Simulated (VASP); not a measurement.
## Gd: relaxation of cell and atoms with PBEsol

The system is Gd.

```
Gd
1.0
     0.00000    2.55000    2.55000
     2.55000    0.00000    2.55000
     2.55000    2.55000    0.00000
Gd
1
Direct
  0.00000 0.00000 0.00000
```

This isn't the form of Gd at room conditions, which is hcp.

```json
{"Program": "VASP 6.6.1", "Task": "relaxation of cell and atoms", "Functional": "PBEsol", "Potentials or basis": "VASP PAW PBE potentials, release 64 (Gd)", "Cutoff": "600 eV", "k mesh": "16 × 16 × 16", "Occupations": "fermi-dirac, width 0.05 eV", "Spin": "collinear spin, ferromagnetic start", "Starting moments": "[7.0] μB", "Dipole correction": "no", "Further INCAR settings": "ALGO = Normal; EDIFF = 1e-07; IBRION = 2; EDIFFG = -0.02; NSW = 80; ISIF = 3"}
```

- Relaxed volume: 30.54 Å³/atom
- Relaxed cell: a = 3.509 Å, b = 3.509 Å, c = 3.509 Å, α = 60.00°, β = 60.00°, γ = 60.00°
- Space group after relaxing (to 0.1 Å): Fm-3m (No. 225)
- Energy gained by relaxing: 22.2 meV/atom
- Ionic steps: 3
- Pressure after relaxing: -0.1 GPa
- Net moment: 7.34 μB per cell
- Site moments: Gd +6.90 μB
- Valence electrons inside the program's atomic spheres: Gd 15.22

Step by step:
```
step  energy change (eV)  largest force (eV/Å)  pressure (GPa)  volume (Å³)
   1              0.0000                0.0000           -2.40        33.16
   2             -0.0218                0.0000           -0.37        30.83
   3             -0.0222                0.0000           -0.07        30.54
```

Final structure:
```yaml
crystal:
  lattice:
    - [0.00000, 2.48098, 2.48098]
    - [2.48098, 0.00000, 2.48098]
    - [2.48098, 2.48098, 0.00000]
  atoms:
    - { symbol: Gd, position: [0.00000, 0.00000, 0.00000] }
```

Levels at points of the mesh, in eV from the Fermi level:
Spin up:
```
           k point  band 11  band 12  band 13  band 14  band 15  band 16
(0.00, 0.00, 0.00)    -4.49    -4.49     1.42     1.42     1.42     3.88
(0.50, 0.00, 0.00)    -4.49    -2.58     1.23     1.23     1.23     5.76
(0.50, 0.50, 0.00)    -4.52    -2.45    -1.62     2.88     5.79     6.33
```
Spin down:
```tsv
k point	band 2	band 3	band 4	band 5	band 6	band 7	band 8	band 9
(0.00, 0.00, 0.00)	-19.69	-19.69	-19.69	-4.44	0.33	0.57	0.57	0.57
(0.50, 0.00, 0.00)	-20.79	-19.83	-19.83	-1.80	0.36	0.59	0.59	0.64
(0.50, 0.50, 0.00)	-20.71	-20.08	-20.08	-1.79	-0.82	0.62	0.62	0.62
```

It took 8.9 min on 1 thread of Intel(R) Xeon(R) 6975P-C (Granite Rapids), with other jobs on the host, peak memory 0.35 GiB.

Caveat: the PAW data sets were made with another functional, which shifts forces and pressure a little; spin-orbit coupling is left out, which moves the levels of the heavy elements; semilocal functionals describe open f shells poorly, which spoils levels, moments and volumes. The state reached can hang on the start; a lower one may exist.
